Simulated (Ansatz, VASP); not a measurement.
**PtSe2: VASP beside Ansatz**

POSCAR

```
PtSe2
1.0
    3.7240000000      0.0000000000      0.0000000000
   -1.8620000000      3.2250786000      0.0000000000
    0.0000000000      0.0000000000      5.0620000000
Pt Se
1 2
Direct
    0.0000000000      0.0000000000      0.0000000000
    0.3333333333      0.6666666667      0.2500000000
    0.6666666667      0.3333333333      0.7500000000
```

The input INCAR.step1:

```
SYSTEM = PtSe2
  ALGO = Normal
  EDIFF = 1E-4
  ENCUT = 600
  GGA = PE
  ISMEAR = -1
  LASPH = .True.
  LCHARG = .False.
  LREAL = .False.
  LWAVE = .True.
  NELM = 100
  PREC = Accurate
  SIGMA = 0.1
```

File INCAR.step2:

```
SYSTEM = PtSe2
  ALGO = Normal
  EDIFF = 1E-7
  EDIFFG = -0.05
  ENCUT = 600
  IBRION = 2
  ISIF = 3
  ISMEAR = -1
  ISTART = 1
  IVDW = 13
  LASPH = .True.
  LCHARG = .False.
  LMIXTAU = .True.
  LREAL = .False.
  LWAVE = .False.
  METAGGA = R2SCAN
  NELM = 100
  NSW = 80
  PREC = Accurate
  SIGMA = 0.1
  VDW_A1 = 0.51559235
  VDW_A2 = 5.77342911
  VDW_S6 = 1.0
  VDW_S8 = 0.6018749
```

KPOINTS

```
k-points
0
Gamma
  6 6 4
  0 0 0
```

Input for Ansatz:

```yaml
crystal:
  lattice:
    - [3.724, 0.0, 0.0]
    - [-1.862, 3.2250786, 0.0]
    - [0.0, 0.0, 5.062]
  atoms:
    - { symbol: Pt, position: [0.0, 0.0, 0.0] }
    - { symbol: Se, position: [0.3333333333333333, 0.6666666666666666, 0.25] }
    - { symbol: Se, position: [0.6666666666666666, 0.3333333333333333, 0.75] }
basis:
  ecutwfc: 544.22772491976
  xc_grid: 2
kpoints:
  mp_grid:
    grid: [6, 6, 4]
hamiltonian:
  xc: r2scan
  dispersion: d4
scf:
  mixing:
    algorithm: anderson
    beta: 0.2
  occupations:
    method: fermi_dirac
relax:
  f_tol: 0.05
  cell: {}
```

Alike in both runs: task relaxation of cell and atoms; functional r2SCAN; dispersion D4; k mesh 6 × 6 × 4; no spin polarisation.

```csv
,VASP,Ansatz
version,VASP 6.6.1,Ansatz 0.2.0
potentials or method,"VASP PAW PBE potentials, release 64 (Pt, Se), cutoff 600 eV","plane waves, PAW"
occupations,"fermi-dirac, width 0.1 eV",fermi-dirac
valence electrons in the cell,22,50
```

Ansatz gave:

```
relaxed volume (Å³/atom)                                     : 21.23
relaxed cell length with the largest relative difference (Å) : 5.277
```

What did VASP give for the same quantities?

Relaxed volume (Å³/atom): 21.21; relaxed cell length with the largest relative difference (Å): 5.258.

VASP's potentials were made for PBE, not for r2SCAN. VASP's potentials hold 22 valence electrons a cell and Ansatz's 50, so a difference there can come from the potentials and not from the codes.

Spin-orbit coupling is off throughout.
